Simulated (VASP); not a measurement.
# Zn (P6_3/mmc) in VASP: settings compared, part 2 of 2

VASP 6.6.1. Earlier steps stand in the parts before.

## (4) Electric field gradients, revPBE

This run uses another cell than the first one, of 15.21 Å³/atom, 0.980 times its volume.

INCAR

```
SYSTEM = Zn
ALGO = Normal ; EDIFF = 1E-8
ENCUT = 520 ; GGA = RE
ISIF = 2 ; ISMEAR = -1
LASPH = .TRUE. ; LCHARG = .FALSE.
LEFG = .TRUE. ; LREAL = .FALSE.
LWAVE = .FALSE. ; NBANDS = 19
NELM = 60 ; PREC = Accurate
SIGMA = 0.03
```

KPOINTS

```
k-points
0
G
  16 16 8
  0 0 0
```

POSCAR

```
Zn
1.0
    2.6647980532      0.0000000000      0.0000000000
   -1.3323990266      2.3077828100      0.0000000000
    0.0000000000      0.0000000000      4.9467000000
Zn
2
Direct
    0.3333333333      0.6666666667      0.2500000000
    0.6666666667      0.3333333333      0.7500000000
```

Potentials or basis: VASP PAW PBE potentials, release 64 (Zn).

Launch:

```bash
cat potpaw_PBE.64/Zn/POTCAR > POTCAR
mpirun -np 1 vasp_std > vasp.out
```

OUTCAR:

```text
SYSTEM = Zn
   EDIFF = 1E-8
   ENCUT = 520
   GGA = RE
   ISIF = 2
   ISMEAR = -1
   LASPH = .TRUE.
   LREAL = .FALSE.
   NELM = 60
   PREC = Accurate

 ion  position               nearest neighbor table
   1  0.333  0.667  0.250-   2 2.91   2 2.91   2 2.91   2 2.91   2 2.91   2 2.91
   2  0.667  0.333  0.750-   1 2.91   1 2.91   1 2.91   1 2.91   1 2.91   1 2.91

  LATTYP: Found a hexagonal cell.
 ALAT       =     2.6647980532
 C/A-ratio  =     1.8563132745

  Lattice vectors:

 A1 = (   2.6647980532,   0.0000000000,   0.0000000000)
 A2 = (  -1.3323990266,   2.3077828100,   0.0000000000)
 A3 = (   0.0000000000,   0.0000000000,   4.9467000000)

Analysis of symmetry for initial positions (statically):
=====================================================================
 Subroutine PRICEL returns:
 Original cell was already a primitive cell.

 Routine SETGRP: Setting up the symmetry group for a
 hexagonal supercell.

 Subroutine GETGRP returns: Found 24 space group operations
 (whereof 12 operations were pure point group operations)
 out of a pool of 24 trial point group operations.

The static configuration has the point symmetry D_3d.
 The point group associated with its full space group is D_6h.

Analysis of symmetry for dynamics (positions and initial velocities):
=====================================================================
 Subroutine PRICEL returns:
 Original cell was already a primitive cell.

 Routine SETGRP: Setting up the symmetry group for a
 hexagonal supercell.

 Subroutine GETGRP returns: Found 24 space group operations
 (whereof 12 operations were pure point group operations)
 out of a pool of 24 trial point group operations.

The dynamic configuration has the point symmetry D_3d.
 The point group associated with its full space group is D_6h.

 Subroutine INISYM returns: Found 24 space group operations
 (whereof 12 operations are pure point group operations),
 and found     1 'primitive' translations

----------------------------------------------------------------------------------------

                                     Primitive cell

  volume of cell :      30.4211

  direct lattice vectors                    reciprocal lattice vectors
     2.664798053  0.000000000  0.000000000     0.375262958  0.216658170  0.000000000
    -1.332399027  2.307782810  0.000000000     0.000000000  0.433316340  0.000000000
     0.000000000  0.000000000  4.946700000     0.000000000  0.000000000  0.202154972

  length of vectors
     2.664798053  2.664798053  4.946700000     0.433316340  0.433316340  0.202154972

  position of ions in fractional coordinates (direct lattice)
     0.333333333  0.666666667  0.250000000
     0.666666667  0.333333333  0.750000000

  ion indices of the primitive-cell ions
   primitive index   ion index
                 1           1
                 2           2

[... 76 lines left out ...]
   NFREE  =      0    steps in history (QN), initial steepest desc. (CG)
   ISIF   =      2    stress and relaxation
   ISYM   =      2    0-nonsym 1-usesym 2-fastsym
   POTIM  = 0.5000    time-step for ionic-motion
   TEBEG  =    0.0;   TEEND  =   0.0 temperature during run
   PSTRESS=    0.0 pullay stress
   NELECT =      24.0000    total number of electrons
   NUPDOWN=      -1.0000    fix difference up-down
   EMIN   =  10.00;   EMAX   =-10.00  energy-range for DOS
   EFERMI =   0.00;   METHOD = LEGACY
   ISMEAR =    -1;   SIGMA  =   0.03  broadening in eV -4-tet -1-fermi 0-gaus
   EFERMI_NEDOS =   21; number of points for ismear=-14 and -15
   IALGO  =     38    algorithm
   IMIX   =      4    mixing-type and parameters
     AMIX     =   0.40;   BMIX     =  1.00
     AMIX_MAG =   1.60;   BMIX_MAG =  1.00
  volume/ion in A,a.u.               =      15.21       102.65
  Fermi-wavevector in a.u.,A,eV,Ry     =   1.512703  2.858594 31.133805  2.288270
  Thomas-Fermi vector in A             =   2.622592
   LORBIT       =      0    0 simple, 1 ext, 2 COOP (PROOUT), +10 PAW based schemes
   GGA     = RE    functional components
   LHFCALC =     F    Hartree Fock is set to
   AEXX    =    0.0000 exact exchange contribution
   IVDW    =     0    specifies the selected vdW correction
   LEPSILON=     F    determine dielectric tensor
   LRPA    =     F    only Hartree local field effects (RPA)
 non-spin polarized calculation
  energy-cutoff  :      520.00
  volume of cell :       30.42
 maximum number of plane-waves:       843
 NGX is ok and might be reduce to    20
   NGX =  9   NGY =  9   NGZ = 19

 number of electron      24.0000012 magnetization

 Free energy of the ion-electron system (eV)
  ---------------------------------------------------
  ext. energy  EPLUGINS =         0.00000000
  ---------------------------------------------------
  free energy    TOTEN  =        -1.62350247 eV

  energy without entropy =       -1.62308593  energy(sigma->0) =       -1.62329420

 E-fermi :   3.2922     XC(G=0): -11.4521

 val. band max:        3.1970684355   @ k =   0.3750   0.2500   0.5000
 cond. band min:       3.3376428256   @ k =   0.3750   0.0625   0.0000
 fundamental gap:      0.1405743901
 Fermi energy:         3.2922470224

 k-point     1 :       0.0000    0.0000    0.0000
  band No.  band energies     occupation
      1      -7.1759      2.00000
      2      -5.3814      2.00000
      3      -4.6883      2.00000
      4      -4.4580      2.00000
      5      -4.4580      2.00000
      6      -4.4081      2.00000
[... 505 lines left out ...]
      6      -4.4069      2.00000
[... 11 lines left out ...]
     18      14.3234      0.00000
     19      15.6584      0.00000

 [... further k-points ...]

------------------------ aborting loop because EDIFF is reached ----------------------------------------

  FORCE on cell =-STRESS in cart. coord.  units (eV):
  Direction    XX          YY          ZZ          XY          YZ          ZX
  --------------------------------------------------------------------------------------
  -------------------------------------------------------------------------------------
  Total        0.4797028      0.4797028      0.2535764      0.0000000      0.0000000      0.0000000
  in kB       25.2643449     25.2643449     13.3550198      0.0000000      0.0000000      0.0000000
  external PRESSURE =      21.2945699 kB  Pullay stress =       0.0000000 kB

 VOLUME and BASIS-vectors are now :
 -----------------------------------------------------------------------------
  energy-cutoff  :      520.00
  volume of cell :       30.42
      direct lattice vectors                 reciprocal lattice vectors
     2.664798053  0.000000000  0.000000000     0.375262958  0.216658170  0.000000000
    -1.332399027  2.307782810  0.000000000     0.000000000  0.433316340  0.000000000
     0.000000000  0.000000000  4.946700000     0.000000000  0.000000000  0.202154972

 POSITION                                       TOTAL-FORCE (eV/Angst)
 -----------------------------------------------------------------------------------
     -0.00000      1.53852      1.23667        -0.000000      0.000000      0.000000
      1.33240      0.76926      3.71002         0.000000     -0.000000      0.000000
 -----------------------------------------------------------------------------------
    total drift:                               -0.000000      0.000000      0.000000

  FREE ENERGIE OF THE ION-ELECTRON SYSTEM (eV)
  ---------------------------------------------------
  free  energy   TOTEN  =        -1.6235024669 eV

  energy  without entropy=       -1.6230859278  energy(sigma->0) =       -1.62329420

 Electric field gradients (V/A^2)
---------------------------------------------------------------------
 ion       V_xx      V_yy      V_zz      V_xy      V_xz      V_yz
---------------------------------------------------------------------
   1     -18.931   -18.925    37.856     0.006     0.000    -0.000
   2     -18.931   -18.925    37.856     0.006    -0.000     0.000
---------------------------------------------------------------------

 Electric field gradients after diagonalization (V/A^2)
 (convention: |V_zz| > |V_xx| > |V_yy|)
----------------------------------------------------------------------
 ion       V_xx      V_yy      V_zz     asymmetry (V_yy - V_xx)/ V_zz
----------------------------------------------------------------------
   1     -18.935   -18.922    37.856       0.000
   2     -18.935   -18.922    37.856       0.000
----------------------------------------------------------------------

           NMR quadrupolar parameters

 Cq : quadrupolar parameter    Cq=e*Q*V_zz/h
 eta: asymmetry parameters     (V_yy - V_xx)/ V_zz
 Q  : nuclear electric quadrupole moment in mb (millibarn)
----------------------------------------------------------------------
 ion       Cq(MHz)       eta       Q (mb)
----------------------------------------------------------------------
   1       0.092       0.000       1.000
   2       0.092       0.000       1.000
----------------------------------------------------------------------
```

Run time: 35 s. Hardware: 1 thread of AMD EPYC 9R45 (Zen 5), shared host; peak memory 0.16 GiB.

Results:

```
Free energy            : -1.6235 eV
Pressure               : 2.1 GPa
Band gap on the k mesh : zero (band 12 reaches 4.50 eV, above the bottom of band 13 at 0.20 eV)
```

Stress tensor (GPa, compression positive):
```
2.53 0.00 0.00
0.00 2.53 0.00
0.00 0.00 1.34
```

Levels at points of the mesh, in eV from the Fermi level:
| k point | band 8 | band 9 | band 10 | band 11 | band 12 | band 13 | band 14 | band 15 | band 16 | band 17 |
| --- | --- | --- | --- | --- | --- | --- | --- | --- | --- | --- |
| (0.00, 0.00, 0.00) | -7.38 | -7.38 | -7.17 | -7.17 | -3.72 | -3.09 | 13.58 | 17.16 | 17.40 | 17.40 |
| (0.50, 0.00, 0.00) | -7.18 | -6.99 | -6.97 | -2.92 | -2.23 | 2.57 | 3.47 | 4.06 | 5.61 | 10.09 |
| (0.00, 0.00, 0.50) | -7.69 | -7.25 | -7.25 | -7.25 | -7.25 | 4.52 | 4.52 | 18.70 | 18.70 | 18.70 |
| (0.50, 0.00, 0.50) | -7.19 | -6.98 | -6.98 | -1.94 | -1.94 | 0.07 | 0.07 | 10.09 | 10.09 | 11.90 |

Electric field gradients, principal values (V/Å²):
| atom | least | middle | greatest (by size) |
| --- | --- | --- | --- |
| 1 Zn | -18.922 | -18.935 | 37.856 |
| 2 Zn | -18.922 | -18.935 | 37.856 |

Caveat: without QUAD_EFG the Cq values of the log hold for a quadrupole moment of 1 mb, not for the nuclei; the PAW data sets were made with another functional, which shifts forces and pressure a little.

## (5) Electric field gradients, PBEsol (functional pbesol, volume scaled by 1.04)

INCAR

```
ALGO     = Normal         # electronic algorithm
EDIFF    = 1E-8           # SCF threshold, eV
ENCUT    = 520            # plane-wave cutoff, eV
GGA      = PS             # functional
ISIF     = 2              # what is computed and relaxed
ISMEAR   = -1             # smearing method
LASPH    = T              # aspherical terms in the spheres
LCHARG   = F              # write CHGCAR
LEFG     = T            
LREAL    = F              # projectors in reciprocal space
LWAVE    = F              # write WAVECAR
NBANDS   = 19             # bands
NELM     = 80             # most SCF steps
PREC     = Accurate       # precision mode
SIGMA    = 0.03           # smearing width, eV
```

KPOINTS

```
k-points
0
Gamma
  16 16 8
```

POSCAR

```
Zn
1.0
    2.6998652069      0.0000000000      0.0000000000
   -1.3499326034      2.3381518559      0.0000000000
    0.0000000000      0.0000000000      5.0117956229
Zn
2
Direct
    0.3333333333      0.6666666667      0.2500000000
    0.6666666667      0.3333333333      0.7500000000
```

Potentials or basis: VASP PAW PBE potentials, release 64 (Zn).

Launch:

```bash
cat potpaw_PBE.64/Zn/POTCAR > POTCAR
mpirun -np 1 vasp_std > vasp.out
```

OUTCAR:

```text
EDIFF = 1E-8
   ENCUT = 520
   GGA = PS
   ISIF = 2
   ISMEAR = -1
   LASPH = T
   LREAL = F
   NELM = 80
   PREC = Accurate

 ion  position               nearest neighbor table
   1  0.333  0.667  0.250-   2 2.95   2 2.95   2 2.95   2 2.95   2 2.95   2 2.95
   2  0.667  0.333  0.750-   1 2.95   1 2.95   1 2.95   1 2.95   1 2.95   1 2.95

  LATTYP: Found a hexagonal cell.
 ALAT       =     2.6998652069
 C/A-ratio  =     1.8563132745

  Lattice vectors:

 A1 = (   2.6998652069,   0.0000000000,   0.0000000000)
 A2 = (  -1.3499326034,   2.3381518559,   0.0000000000)
 A3 = (   0.0000000000,   0.0000000000,   5.0117956229)

Analysis of symmetry for initial positions (statically):
=====================================================================
 Subroutine PRICEL returns:
 Original cell was already a primitive cell.

 Routine SETGRP: Setting up the symmetry group for a
 hexagonal supercell.

 Subroutine GETGRP returns: Found 24 space group operations
 (whereof 12 operations were pure point group operations)
 out of a pool of 24 trial point group operations.

The static configuration has the point symmetry D_3d.
 The point group associated with its full space group is D_6h.

Analysis of symmetry for dynamics (positions and initial velocities):
=====================================================================
 Subroutine PRICEL returns:
 Original cell was already a primitive cell.

 Routine SETGRP: Setting up the symmetry group for a
 hexagonal supercell.

 Subroutine GETGRP returns: Found 24 space group operations
 (whereof 12 operations were pure point group operations)
 out of a pool of 24 trial point group operations.
[... 158 lines left out ...]
  band No.  band energies     occupation
      1      -7.4416      2.00000
      2      -5.7457      2.00000
      3      -5.0987      2.00000
      4      -4.8850      2.00000
      5      -4.8850      2.00000
      6      -4.8387      2.00000
[... 505 lines left out ...]
      6      -4.8254      2.00000
[... 11 lines left out ...]
     18      13.3601      0.00000
     19      14.9018      0.00000

 [... further k-points ...]

------------------------ aborting loop because EDIFF is reached ----------------------------------------

  FORCE on cell =-STRESS in cart. coord.  units (eV):
  Direction    XX          YY          ZZ          XY          YZ          ZX
  --------------------------------------------------------------------------------------
  -------------------------------------------------------------------------------------
  Total       -1.5448255     -1.5448255     -1.2868511     -0.0000000     -0.0000000      0.0000000
  in kB      -78.2315360    -78.2315360    -65.1674506     -0.0000000     -0.0000000      0.0000000
  external PRESSURE =     -73.8768409 kB  Pullay stress =       0.0000000 kB

 VOLUME and BASIS-vectors are now :
 -----------------------------------------------------------------------------
  energy-cutoff  :      520.00
  volume of cell :       31.64
      direct lattice vectors                 reciprocal lattice vectors
     2.699865207  0.000000000  0.000000000     0.370388861  0.213844109  0.000000000
    -1.349932603  2.338151856  0.000000000     0.000000000  0.427688218  0.000000000
     0.000000000  0.000000000  5.011795623     0.000000000  0.000000000  0.199529286

 POSITION                                       TOTAL-FORCE (eV/Angst)
 -----------------------------------------------------------------------------------
     -0.00000      1.55877      1.25295         0.000000     -0.000000      0.000000
      1.34993      0.77938      3.75885        -0.000000      0.000000     -0.000000
 -----------------------------------------------------------------------------------
    total drift:                               -0.000000      0.000000      0.000000

  FREE ENERGIE OF THE ION-ELECTRON SYSTEM (eV)
  ---------------------------------------------------
  free  energy   TOTEN  =        -3.1022659868 eV

  energy  without entropy=       -3.1015789619  energy(sigma->0) =       -3.10192247

 Electric field gradients (V/A^2)
---------------------------------------------------------------------
 ion       V_xx      V_yy      V_zz      V_xy      V_xz      V_yz
---------------------------------------------------------------------
   1     -17.622   -17.613    35.235     0.008     0.000    -0.000
   2     -17.622   -17.613    35.235     0.008    -0.000     0.000
---------------------------------------------------------------------

 Electric field gradients after diagonalization (V/A^2)
 (convention: |V_zz| > |V_xx| > |V_yy|)
----------------------------------------------------------------------
 ion       V_xx      V_yy      V_zz     asymmetry (V_yy - V_xx)/ V_zz
----------------------------------------------------------------------
   1     -17.626   -17.609    35.235       0.001
   2     -17.626   -17.609    35.235       0.001
----------------------------------------------------------------------

           NMR quadrupolar parameters

 Cq : quadrupolar parameter    Cq=e*Q*V_zz/h
 eta: asymmetry parameters     (V_yy - V_xx)/ V_zz
 Q  : nuclear electric quadrupole moment in mb (millibarn)
----------------------------------------------------------------------
 ion       Cq(MHz)       eta       Q (mb)
----------------------------------------------------------------------
   1       0.085       0.001       1.000
   2       0.085       0.001       1.000
----------------------------------------------------------------------
```

It took 34 s on 1 thread of AMD EPYC 9R45 (Zen 5), shared host; peak memory 0.16 GiB.

Results:

```yaml
Free_energy: -3.1023 eV
Pressure: -7.4 GPa
Band_gap_on_the_k_mesh: zero (band 12 reaches 3.88 eV, above the bottom of band 13 at -0.40 eV)
```

Electric field gradients, principal values (V/Å²):
| atom | least | middle | greatest (by size) |
| --- | --- | --- | --- |
| 1 Zn | -17.609 | -17.626 | 35.235 |
| 2 Zn | -17.609 | -17.626 | 35.235 |

Caveat: the cell differs from its parent crystal (functional pbesol, volume scaled by 1.04); without QUAD_EFG the Cq values of the log hold for a quadrupole moment of 1 mb, not for the nuclei; the PAW data sets were made with another functional, which shifts forces and pressure a little.

## (6) The runs side by side

| level | potentials or basis | cell | gap on the mesh (eV) | pressure (GPa) |
| --- | --- | --- | --- | --- |
| PBE | VASP PAW PBE potentials, release 64 (Zn) | a = 2.691, b = 2.691, c = 4.947 Å, angles 90.0, 90.0, 120.0°, 2 atoms | none | -1.7 |
| LDA | VASP PAW LDA potentials, release 64 (Zn) | a = 2.665, b = 2.665, c = 4.947 Å, angles 90.0, 90.0, 120.0°, 2 atoms | none | -8.5 |
| revPBE | VASP PAW PBE potentials, release 64 (Zn) | a = 2.665, b = 2.665, c = 4.947 Å, angles 90.0, 90.0, 120.0°, 2 atoms | none | 2.1 |
| PBEsol | VASP PAW PBE potentials, release 64 (Zn) | a = 2.700, b = 2.700, c = 5.012 Å, angles 90.0, 90.0, 120.0°, 2 atoms | none | -7.4 |

Alike in all rows: task electric field gradients; no spin polarisation; k mesh 16 × 16 × 8; cutoff (eV) 520; smearing fermi-dirac 0.03 eV.

Caveats: the PAW data sets were made with another functional, which shifts forces and pressure a little (some runs).

Absolute energies hang on the potentials; compare differences alone.
